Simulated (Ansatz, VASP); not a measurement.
**Two plane-wave programs on Zr2GeCl4**

```
Zr Ge Cl
1.0
     3.33336    0.00000    0.00000
    -1.66668    2.88678    0.00000
     0.00000    0.00000   19.63584
Zr Ge Cl
2 1 4
Direct
  0.00000 0.00000 0.31374
  0.66667 0.33333 0.69935
  0.00000 0.00000 0.00473
  0.00000 0.00000 0.61038
  0.66667 0.33333 0.40270
  0.66667 0.33333 0.22496
  0.00000 0.00000 0.78814
```

Change from the starting cell: species swapped into the Nb2CuSe4 type (P3m1, No. 156).

Alike in both runs: functional PBE; k mesh 12 × 12 × 2; occupations gaussian, width 0.1 eV; no spin polarisation.

Ansatz relaxed the structure, and its values are those at the end. VASP's run is a single point on that final structure, the one shown.

|  | VASP | Ansatz |
| --- | --- | --- |
| version | VASP 6.6.1 | Ansatz 0.2.0 |
| potentials or method | VASP PAW PBE potentials, release 64 (Zr_sv, Ge_d, Cl), cutoff 520 eV | scalar-relativistic, plane waves, PAW |
| valence electrons in the cell | 66 | 66 |

Ansatz gave:

* gap on the k mesh at the Fermi level (eV): none
* pressure (GPa): 0.0
* rms of the force components (eV/Å): 0.000

Problem. Estimate VASP's values.

Solution. gap on the k mesh at the Fermi level (eV): none; pressure (GPa): 0.0; rms of the force components (eV/Å): 0.005.

A gap of «none» marks a metal or a gap that the smearing closes. The functional is the same, so the differences come from potentials, cutoffs and numerics.
